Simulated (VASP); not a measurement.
Input of a VASP 6.6.1 run:

File INCAR:

```
SYSTEM = Hf
ALGO     = Normal         ! electronic algorithm
EDIFF    = 1E-6           ! SCF threshold, eV
ENCUT    = 500            ! plane-wave cutoff, eV
GGA      = PS             ! functional
GGA_COMPAT= .False.      
ISIF     = 2              ! what is computed and relaxed
ISMEAR   = 1              ! smearing method
LASPH    = .True.         ! aspherical terms in the spheres
LCHARG   = .True.         ! write CHGCAR
LELF     = .True.         ! ELF
LREAL    = .False.        ! projectors in reciprocal space
LVHAR    = .True.       
LWAVE    = .False.        ! write WAVECAR
NBANDS   = 11             ! bands
NELM     = 120            ! most SCF steps
PREC     = Accurate       ! precision mode
SIGMA    = 0.1            ! smearing width, eV
```

The input KPOINTS:

```
k-points
0
Gamma
  10 10 10
  0 0 0
```

POSCAR

```
Hf
1.0
    1.7490862544      1.7490862544      1.7490862544
   -1.7490862544      1.7490862544      1.7490862544
   -1.7490862544     -1.7490862544      1.7490862544
Hf
1
Direct
    0.0000000000      0.0000000000      0.0000000000
```

Potentials or basis: VASP PAW PBE potentials, release 64 (Hf_pv).

The run is started by

```console
$ cat potpaw_PBE.64/Hf_pv/POTCAR > POTCAR
$ mpirun -np 1 vasp_std > vasp.out
```

Question: Estimate the band gap on the k mesh.

Answer: Zero (band 5 reaches 6.26 eV, above the bottom of band 6 at 3.92 eV).

Question: What does it give for the pressure?

Answer: -0.8 GPa.

Caveat: the PAW data sets were made with another functional, which shifts forces and pressure a little; spin-orbit coupling is left out, which moves the levels of the heavy elements.
